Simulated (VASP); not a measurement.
Set up this calculation in VASP 6.6.1, as the native input.

| Quantity | Value |
| --- | --- |
| Task | single point |
| Functional | r2SCAN |
| Potentials or basis | VASP PAW PBE potentials, release 64 (Si) |
| Cutoff | 550 eV |
| k mesh | 10 × 10 × 10 |
| Occupations | methfessel-paxton, width 0.05 eV |
| Spin | no spin polarisation |
| Dipole correction | no |
| Further INCAR settings | ALGO = Normal; EDIFF = 1e-06; NBANDS = 8 |

The system is Si.

```
Si
1.0
    -1.52239    1.52239    1.52239
     1.52239   -1.52239    1.52239
     1.52239    1.52239   -1.52239
Si
1
Direct
  0.00000 0.00000 0.00000
```

This isn't the form of Si at room conditions, which is diamond.

These files were run (other wordings do the same):

POSCAR

```
Si
1.0
   -1.5223935398      1.5223935398      1.5223935398
    1.5223935398     -1.5223935398      1.5223935398
    1.5223935398      1.5223935398     -1.5223935398
Si
1
Direct
    0.0000000000      0.0000000000      0.0000000000
```

INCAR.step1

```
SYSTEM = Si
PREC     = Accurate       ! precision mode
ENCUT    = 550            ! plane-wave cutoff, eV
ISMEAR   = 1              ! smearing method
SIGMA    = 0.05           ! smearing width, eV
LREAL    = .False.        ! projectors in reciprocal space
LASPH    = .True.         ! aspherical terms in the spheres
NELM     = 120            ! most SCF steps
NBANDS   = 8              ! bands
GGA      = PE             ! functional
ALGO     = Normal         ! electronic algorithm
EDIFF    = 1E-5           ! SCF threshold, eV
LWAVE    = .True.         ! write WAVECAR
LCHARG   = .False.        ! write CHGCAR
GGA_COMPAT= .False.
```

INCAR.step2

```
SYSTEM = Si
PREC     = Accurate       ! precision mode
ENCUT    = 550            ! plane-wave cutoff, eV
EDIFF    = 1E-6           ! SCF threshold, eV
ISMEAR   = 1              ! smearing method
SIGMA    = 0.05           ! smearing width, eV
LREAL    = .False.        ! projectors in reciprocal space
LASPH    = .True.         ! aspherical terms in the spheres
NELM     = 120            ! most SCF steps
ALGO     = Normal         ! electronic algorithm
ISIF     = 2              ! what is computed and relaxed
LWAVE    = .False.        ! write WAVECAR
LCHARG   = .False.        ! write CHGCAR
METAGGA  = R2SCAN         ! meta-GGA
LMIXTAU  = .True.       
NBANDS   = 8              ! bands
ISTART   = 1            
GGA_COMPAT= .False.
```

KPOINTS

```
regular mesh
0
Gamma
  10 10 10
  0 0 0
```

Potentials or basis: VASP PAW PBE potentials, release 64 (Si).

The run is started by

```sh
$ cat potpaw_PBE.64/Si/POTCAR > POTCAR
$ cp INCAR.step1 INCAR
$ mpirun -np 1 vasp_std > vasp.out
$ cp INCAR.step2 INCAR
$ mpirun -np 1 vasp_std > vasp.out
```

Results of the run:

| Quantity | Value |
| --- | --- |
| Pressure | 0.1 GPa |
| Band gap on the k mesh | zero (bands 2 and 3 overlap by 17.15 eV) |

Caveat: the PAW data sets were made with another functional, which shifts forces and pressure a little.

Run time: 14 s on 1 thread of Intel(R) Xeon(R) Platinum 8259CL CPU @ 2.50GHz (Skylake/Cascade Lake), on a shared host, peak memory 0.12 GiB.
